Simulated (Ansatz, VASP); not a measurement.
Two plane-wave programs on Sr

POSCAR

```
Sr
1.0
   -2.4250000000      2.3340625000      2.4250000000
    2.4250000000     -2.3340625000      2.4250000000
    2.4250000000      2.3340625000     -2.4250000000
Sr
1
Direct
    0.0000000000      0.0000000000      0.0000000000
```

INCAR.step1

```
  PREC = Accurate
  ENCUT = 520
  ISMEAR = 0
  SIGMA = 0.15
  LREAL = F
  LASPH = T
  NELM = 60
  NBANDS = 11
  GGA = PE
  ALGO = Normal
  EDIFF = 1E-4
  LWAVE = T
  LCHARG = F
```

INCAR.step2

```
  PREC = Accurate
  ENCUT = 520
  EDIFF = 1E-6
  ISMEAR = 0
  SIGMA = 0.15
  LREAL = F
  LASPH = T
  NELM = 60
  ALGO = Normal
  ISIF = 2
  LWAVE = F
  LCHARG = F
  METAGGA = R2SCAN
  LMIXTAU = T
  NBANDS = 11
  ISTART = 1
```

Contents of KPOINTS:

```
Automatic mesh
0
Gamma
  14 14 14
```

Input for Ansatz:

```yaml
crystal:
  lattice:
    - [-2.425, 2.3340625, 2.425]
    - [2.425, -2.3340625, 2.425]
    - [2.425, 2.3340625, -2.425]
  atoms:
    - { symbol: Sr, position: [0.0, 0.0, 0.0] }
basis:
  ecutwfc: 500
kpoints:
  mp_grid: { grid: [14, 14, 14] }
hamiltonian:
  xc: r2scan
scf:
  occupations: { method: gaussian, width: 0.15 }
output:
  forces: true
  stress: true
  eigenvalues: true
```

Change from the starting cell: strain -0.0375 x Voigt [0, 1, 0, 0, 0, 0], atoms carried along.

Alike in both runs: task single point; functional r2SCAN; k mesh 14 × 14 × 14; occupations gaussian, width 0.15 eV; no spin polarisation.

|  | VASP | Ansatz |
| --- | --- | --- |
| version | VASP 6.6.1 | Ansatz 0.2.0 |
| potentials or method | VASP PAW PBE potentials, release 64 (Sr_sv), cutoff 520 eV | scalar-relativistic, plane waves, PAW |
| valence electrons in the cell | 10 | 10 |

VASP gave:

| Property | Result |
| --- | --- |
| gap on the k mesh at the Fermi level (eV) | none |
| pressure (GPa) | 0.2 |
| traceless stress, the component that is largest in VASP (GPa) | 0.06 |

What did Ansatz give for the same quantities?

gap on the k mesh at the Fermi level (eV): none; pressure (GPa): 0.2; traceless stress, the component that is largest in VASP (GPa): 0.05.

VASP's potentials were made for PBE, not for r2SCAN. A gap of «none» marks a metal or a gap that the smearing closes.
